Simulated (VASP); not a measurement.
# BP: G0W0 quasiparticle levels with PBE

The system is BP.

```
B P
1.0
     0.00000    2.26900    2.26900
     2.26900    0.00000    2.26900
     2.26900    2.26900    0.00000
B P
1 1
Cartesian
  0.0000 0.0000 0.0000
  1.1345 1.1345 1.1345
```

```yaml
Program: VASP 6.6.1
Task: G0W0 quasiparticle levels
Functional: PBE
Potentials_or_basis: VASP PAW PBE potentials, release 64 (B_GW, P_GW)
Cutoff: 500 eV
k_mesh: 2 × 2 × 2
Occupations: gaussian, width 0.01 eV
Spin: no spin polarisation
Dipole_correction: no
GW_scheme: G0W0
GW_iterations: 1
Cutoff_of_the_response_function: 113.3
Frequency_points: 48
Empty_bands: 114
Further_INCAR_settings: ALGO = EVGW0; EDIFF = 1e-08; NBANDS = 118
```

```
Quasiparticle gap                                   : 1.63 eV
Least direct quasiparticle gap                      : 4.05 eV
Band gap of the starting levels on the mesh         : 1.15 eV
Least direct gap of the starting levels on the mesh : 3.26 eV
```

Wall time 6.6 s on 1 thread of Intel(R) Xeon(R) 6975P-C (Granite Rapids), with other jobs on the host, peak memory 0.17 GiB.

Caveat: the k points lie up to 1.20 Å⁻¹ apart; bands, screening cutoff and mesh are small and nothing is extrapolated, so the quasiparticle values aren't converged.
